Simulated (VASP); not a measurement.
# MgO (Imm2) in VASP: single point with PBE

Aim: the single point of MgO with PBE.

Everything below comes from runs of VASP 6.6.1. Logs are shortened: lines on timing, memory, paths and dates and some standing lists are left out, and cuts for length are marked.

## Step 1: The cell of the first run

The structure is orthorhombic, space group Imm2 (No. 44). Conventional cell: a = 3.020 Å, b = 4.270 Å, c = 3.020 Å, α = 90.00°, β = 90.00°, γ = 90.00°. Within 2.6 Å of Mg (site symmetry mm2) lie 6 O at 1.95 to 2.34 Å. O (site symmetry mm2) has 6 Mg at 1.95 to 2.34 Å within 2.6 Å.

## Step 2: Single point, PBE (atom 2 (O) moved by (-0.200, -0.200) A along x and z)

INCAR reads:

```
  PREC = Accurate
  ENCUT = 520
  EDIFF = 1E-6
  ISMEAR = 0
  SIGMA = 0.05
  LREAL = False
  LASPH = True
  NELM = 100
  ALGO = Normal
  ISIF = 2
  LWAVE = False
  LCHARG = False
  GGA = PE
  NBANDS = 11
```

KPOINTS reads:

```
Automatic mesh
0
Gamma
  10 10 10
```

POSCAR reads:

```
MgO
1.0
    0.0000000000      2.1351500000      2.1351500000
    2.1351500000      0.0000000000      2.1351500000
    2.1351500000      2.1351500000      0.0000000000
Mg O
1 1
Direct
    0.0000000000      0.0000000000      0.0000000000
    0.5000000000      0.4063297661      0.5000000000
```

Potentials or basis: VASP PAW PBE potentials, release 64 (Mg, O).

On the command line:

```bash
cat potpaw_PBE.64/Mg/POTCAR potpaw_PBE.64/O/POTCAR > POTCAR
mpirun -np 1 vasp_std > vasp.out
```

OUTCAR:

```text
PREC = Accurate
   ENCUT = 520
   EDIFF = 1E-6
   ISMEAR = 0
   LREAL = False
   LASPH = True
   NELM = 100
   ISIF = 2
   GGA = PE

 ion  position               nearest neighbor table
   1  0.000  0.000  0.000-   2 1.95   2 1.95   2 2.15   2 2.15   2 2.34   2 2.34
   2  0.500  0.406  0.500-   1 1.95   1 1.95   1 2.15   1 2.15   1 2.34   1 2.34

  LATTYP: Found a face centered cubic cell.
 ALAT       =     4.2703000000

  Lattice vectors:

 A1 = (   0.0000000000,   2.1351500000,   2.1351500000)
 A2 = (   2.1351500000,   0.0000000000,   2.1351500000)
 A3 = (   2.1351500000,   2.1351500000,   0.0000000000)

Analysis of symmetry for initial positions (statically):
=====================================================================
 Subroutine PRICEL returns:
 Original cell was already a primitive cell.

 Routine SETGRP: Setting up the symmetry group for a
 face centered cubic supercell.

 Subroutine GETGRP returns: Found  4 space group operations
 (whereof  4 operations were pure point group operations)
 out of a pool of 48 trial point group operations.

The static configuration has the point symmetry C_2v.

Analysis of symmetry for dynamics (positions and initial velocities):
=====================================================================
 Subroutine PRICEL returns:
 Original cell was already a primitive cell.

 Routine SETGRP: Setting up the symmetry group for a
 face centered cubic supercell.

 Subroutine GETGRP returns: Found  4 space group operations
 (whereof  4 operations were pure point group operations)
 out of a pool of 48 trial point group operations.

The dynamic configuration has the point symmetry C_2v.

 Subroutine INISYM returns: Found  4 space group operations
 (whereof  4 operations are pure point group operations),
 and found     1 'primitive' translations

----------------------------------------------------------------------------------------

                                     Primitive cell

  volume of cell :      19.4677

  direct lattice vectors                    reciprocal lattice vectors
     0.000000000  2.135150000  2.135150000    -0.234175585  0.234175585  0.234175585
     2.135150000  0.000000000  2.135150000     0.234175585 -0.234175585  0.234175585
     2.135150000  2.135150000  0.000000000     0.234175585  0.234175585 -0.234175585

  length of vectors
     3.019558088  3.019558088  3.019558088     0.405604011  0.405604011  0.405604011

  position of ions in fractional coordinates (direct lattice)
     0.000000000  0.000000000  0.000000000
     0.500000000  0.406329766  0.500000000

  ion indices of the primitive-cell ions
   primitive index   ion index
                 1           1
                 2           2

----------------------------------------------------------------------------------------

 KPOINTS: Automatic mesh

Automatic generation of k-mesh.
 Grid dimensions read from file:
 generate k-points for:   10   10   10

 Generating k-lattice:

  Cartesian coordinates                     Fractional coordinates (reciprocal lattice)
    -0.023417558  0.023417558  0.023417558     0.100000000  0.000000000  0.000000000
     0.023417558 -0.023417558  0.023417558     0.000000000  0.100000000  0.000000000
     0.023417558  0.023417558 -0.023417558     0.000000000  0.000000000  0.100000000

  Length of vectors
     0.040560401  0.040560401  0.040560401

  Shift w.r.t. Gamma in fractional coordinates (k-lattice)
     0.000000000  0.000000000  0.000000000

 Subroutine IBZKPT returns following result:
 ===========================================

 Found    171 irreducible k-points:

 Following reciprocal coordinates:
            Coordinates               Weight
  0.000000  0.000000  0.000000      1.000000
  0.100000  0.000000  0.000000      4.000000
  0.000000  0.100000  0.000000      4.000000
  0.200000  0.000000  0.000000      4.000000
  0.000000  0.200000  0.000000      4.000000
  0.300000  0.000000  0.000000      4.000000
[... 16 lines left out ...]
  0.000000  0.400000  0.100000      8.000000
  0.100000  0.000000  0.400000      4.000000
 [... further k-points ...]
   k-points           NKPTS =    171   k-points in BZ     NKDIM =    171   number of bands    NBANDS=     11
   number of dos      NEDOS =    301   number of ions     NIONS =      2
   total plane-waves  NPLWV =  13824
   dimension x,y,z NGX =    24 NGY =   24 NGZ =   24
   dimension x,y,z NGXF=    48 NGYF=   48 NGZF=   48
   ions per type =               1   1
   NGX,Y,Z   is equivalent  to a cutoff of  13.21, 13.21, 13.21 a.u.
   NGXF,Y,Z  is equivalent  to a cutoff of  26.43, 26.43, 26.43 a.u.
 SYSTEM =  unknown system
   PREC   = accura    normal or accurate (medium, high low for compatibility)
   ISTART =      0    job   : 0-new  1-cont  2-samecut
   ICHARG =      2    charge: 1-file 2-atom 10-const
   ISPIN  =      1    spin polarized calculation?
   LNONCOLLINEAR =      F non collinear calculations
   LSORBIT =      F    spin-orbit coupling
   LASPH  =      T    aspherical Exc in radial PAW
   ENCUT  =  520.0 eV  38.22 Ry    6.18 a.u.   5.61  5.61  5.61*2*pi/ulx,y,z
   NELM   =    100;   NELMIN=  2; NELMDL= -5     # of ELM steps
   EDIFF  = 0.1E-05   stopping-criterion for ELM
   LREAL  =      F    real-space projection
   EDIFFG = 0.1E-04   stopping-criterion for IOM
   NSW    =      0    number of steps for IOM
   IBRION =     -1    ionic relax: 0-MD 1-quasi-New 2-CG
   NFREE  =      0    steps in history (QN), initial steepest desc. (CG)
   ISIF   =      2    stress and relaxation
   ISYM   =      2    0-nonsym 1-usesym 2-fastsym
   POTIM  = 0.5000    time-step for ionic-motion
   TEBEG  =    0.0;   TEEND  =   0.0 temperature during run
   PSTRESS=    0.0 pullay stress
   NELECT =       8.0000    total number of electrons
   NUPDOWN=      -1.0000    fix difference up-down
   EMIN   =  10.00;   EMAX   =-10.00  energy-range for DOS
   EFERMI =   0.00;   METHOD = LEGACY
   ISMEAR =     0;   SIGMA  =   0.05  broadening in eV -4-tet -1-fermi 0-gaus
   EFERMI_NEDOS =   21; number of points for ismear=-14 and -15
   IALGO  =     38    algorithm
   IMIX   =      4    mixing-type and parameters
     AMIX     =   0.40;   BMIX     =  1.00
     AMIX_MAG =   1.60;   BMIX_MAG =  1.00
  volume/ion in A,a.u.               =       9.73        65.69
  Fermi-wavevector in a.u.,A,eV,Ry     =   1.217119  2.300022 20.155386  1.481379
  Thomas-Fermi vector in A             =   2.352450
   LORBIT       =      0    0 simple, 1 ext, 2 COOP (PROOUT), +10 PAW based schemes
   GGA     = PE    functional components
   LHFCALC =     F    Hartree Fock is set to
   AEXX    =    0.0000 exact exchange contribution
   IVDW    =     0    specifies the selected vdW correction
   LEPSILON=     F    determine dielectric tensor
   LRPA    =     F    only Hartree local field effects (RPA)
 non-spin polarized calculation
 Gauss-broadening in eV      SIGMA  =   0.05
  energy-cutoff  :      520.00
  volume of cell :       19.47
 maximum number of plane-waves:       544
   NGX = 11   NGY = 11   NGZ = 11

 number of electron       8.0000000 magnetization

 Free energy of the ion-electron system (eV)
  ---------------------------------------------------
  ext. energy  EPLUGINS =         0.00000000
  ---------------------------------------------------
  free energy    TOTEN  =       -11.71764323 eV

  energy without entropy =      -11.71764323  energy(sigma->0) =      -11.71764323

 E-fermi :   3.0317     XC(G=0): -10.8561

 val. band max:        2.8284058145   @ k =   0.0000   0.0000   0.0000
 cond. band min:       7.1400576833   @ k =   0.0000   0.0000   0.0000
 fundamental gap:      4.3116518688
 Fermi energy:         3.0316691816

 k-point     1 :       0.0000    0.0000    0.0000
  band No.  band energies     occupation
      1     -14.2123      2.00000
      2       2.7056      2.00000
      3       2.8234      2.00000
      4       2.8284      2.00000
      5       7.1401      0.00000
      6      18.4269      0.00000
      7      18.7461      0.00000
      8      18.8774      0.00000
      9      22.0746      0.00000
     10      24.0728      0.00000
     11      24.1318      0.00000

 k-point     2 :       0.1000    0.0000    0.0000
  band No.  band energies     occupation
      1     -14.1156      2.00000
      2       2.0962      2.00000
      3       2.7305      2.00000
      4       2.8079      2.00000
      5       7.7550      0.00000
      6      17.1729      0.00000
      7      18.8269      0.00000
      8      19.1046      0.00000
      9      23.1624      0.00000
     10      23.2934      0.00000
     11      23.9373      0.00000

 k-point     3 :       0.0000    0.1000    0.0000
  band No.  band energies     occupation
      1     -14.1156      2.00000
      2       2.1784      2.00000
      3       2.6469      2.00000
      4       2.7798      2.00000
      5       7.7762      0.00000
      6      17.4156      0.00000
      7      18.6345      0.00000
      8      19.0090      0.00000
      9      23.2283      0.00000
     10      23.3856      0.00000
     11      23.8805      0.00000

 k-point     4 :       0.2000    0.0000    0.0000
  band No.  band energies     occupation
      1     -13.8507      2.00000
      2       0.8635      2.00000
      3       2.5877      2.00000
      4       2.6748      2.00000
      5       8.9409      0.00000
      6      15.5740      0.00000
      7      19.1309      0.00000
      8      19.3205      0.00000
      9      22.6727      0.00000
     10      22.7821      0.00000
     11      24.6998      0.00000

 k-point     5 :       0.0000    0.2000    0.0000
  band No.  band energies     occupation
      1     -13.8506      2.00000
      2       0.9163      2.00000
      3       2.4980      2.00000
      4       2.6340      2.00000
      5       8.9953      0.00000
      6      15.7730      0.00000
      7      19.0206      0.00000
      8      19.3329      0.00000
      9      22.6502      0.00000
     10      22.7226      0.00000
     11      24.5920      0.00000
[... 211 lines left out ...]
 k-point    21 :       0.3000    0.2000    0.3000
  band No.  band energies     occupation
      1     -13.5545      2.00000
      2       0.0378      2.00000
      3       2.2285      2.00000
      4       2.3658      2.00000
      5      10.1311      0.00000
      6      14.7998      0.00000
      7      18.4602      0.00000
      8      19.1530      0.00000
      9      21.8241      0.00000
     10      24.5184      0.00000
     11      25.4097      0.00000

 k-point    22 :       0.4000    0.1000    0.0000
  band No.  band energies     occupation
      1     -13.2263      2.00000
      2      -0.9125      2.00000
      3       2.1364      2.00000
      4       2.2396      2.00000
      5      10.6767      0.00000
      6      14.4032      0.00000
      7      17.8714      0.00000
      8      19.2900      0.00000
      9      23.1116      0.00000
     10      24.4805      0.00000
     11      25.5294      0.00000

 k-point    23 :       0.0000    0.4000    0.1000
  band No.  band energies     occupation
      1     -13.2251      2.00000
      2      -0.8942      2.00000
      3       2.0135      2.00000
      4       2.2149      2.00000
      5      10.7793      0.00000
      6      14.5708      0.00000
      7      17.9173      0.00000
      8      19.4566      0.00000
      9      22.6032      0.00000
     10      24.6614      0.00000
     11      25.4084      0.00000

 k-point    24 :       0.1000    0.0000    0.4000
  band No.  band energies     occupation
      1     -13.2260      2.00000
      2      -0.9231      2.00000
      3       2.0783      2.00000
      4       2.2911      2.00000
      5      10.7134      0.00000
      6      14.4187      0.00000
      7      17.5487      0.00000
      8      19.8607      0.00000
      9      22.6213      0.00000
     10      24.4245      0.00000
     11      25.9237      0.00000

 [... further k-points ...]

------------------------ aborting loop because EDIFF is reached ----------------------------------------

  FORCE on cell =-STRESS in cart. coord.  units (eV):
  Direction    XX          YY          ZZ          XY          YZ          ZX
  --------------------------------------------------------------------------------------
  -------------------------------------------------------------------------------------
  Total        1.0262377     -0.4546136      1.0262377      0.0000000      0.0000000     -0.2772762
  in kB       84.4584989    -37.4143158     84.4584989      0.0000000      0.0000000    -22.8196003
  external PRESSURE =      43.8342273 kB  Pullay stress =       0.0000000 kB

 VOLUME and BASIS-vectors are now :
 -----------------------------------------------------------------------------
  energy-cutoff  :      520.00
  volume of cell :       19.47
      direct lattice vectors                 reciprocal lattice vectors
     0.000000000  2.135150000  2.135150000    -0.234175585  0.234175585  0.234175585
     2.135150000  0.000000000  2.135150000     0.234175585 -0.234175585  0.234175585
     2.135150000  2.135150000  0.000000000     0.234175585  0.234175585 -0.234175585

 POSITION                                       TOTAL-FORCE (eV/Angst)
 -----------------------------------------------------------------------------------
      0.00000      0.00000      0.00000        -1.016172      0.000000     -1.016172
      1.93515      2.13515      1.93515         1.016172     -0.000000      1.016172
 -----------------------------------------------------------------------------------
    total drift:                                0.000718      0.000000      0.000718

  FREE ENERGIE OF THE ION-ELECTRON SYSTEM (eV)
  ---------------------------------------------------
  free  energy   TOTEN  =       -11.7176432295 eV

  energy  without entropy=      -11.7176432295  energy(sigma->0) =      -11.71764323
```

Wall time 38 s (1 thread of Intel Xeon 8259CL, shared host); peak memory 0.17 GiB.

What came out:

| Quantity | Value |
| --- | --- |
| Free energy | -11.7176 eV |
| Pressure | 4.4 GPa |
| Largest force | 1.437 eV/Å |
| Band gap on the k mesh | 4.31 eV, direct |

Forces in eV/Å, atoms in the order of the input:
```
Mg  -1.016  0.000 -1.016
O    1.016  0.000  1.016
```

Caveat: the cell differs from its parent crystal (atom 2 (O) moved by (-0.200, -0.200) A along x and z); forces of over 1 eV/Å act on the atoms, so gaps and moduli don't describe the material at rest.
